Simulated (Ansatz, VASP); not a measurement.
# Two plane-wave programs on MgO

```
Mg O
1.0
     2.30535   -2.30508    0.00000
     2.30535    2.30508    0.00000
     0.00000    0.00000    4.61131
Mg O
2 2
Direct
  0.74937 0.74937 0.00000
  0.25063 0.25063 0.50000
  0.75064 0.24936 0.25000
  0.24936 0.75064 0.75000
```

Alike in both runs: functional PBE; k mesh 6 × 6 × 6; occupations gaussian, width 0.1 eV; no spin polarisation.

Ansatz relaxed the structure, and its values are those at the end. VASP's run is a single point on that final structure, the one shown.

|  | VASP | Ansatz |
| --- | --- | --- |
| version | VASP 6.6.1 | Ansatz 0.2.0 |
| potentials or method | VASP PAW PBE potentials, release 64 (Mg, O), cutoff 520 eV | scalar-relativistic, plane waves, PAW |
| valence electrons in the cell | 16 | 32 |

```tsv
	VASP	Ansatz	Ansatz less VASP
gap on the k mesh at the Fermi level (eV)	3.47	3.49	+0.017
least direct gap on the mesh (eV)	3.47	3.49	+0.017
pressure (GPa)	-0.3	0.1	+0.40
rms of the force components (eV/Å)	0.009	0.008	-0.0001
```

VASP's potentials hold 16 valence electrons a cell and Ansatz's 32, so a difference there can come from the potentials and not from the codes.
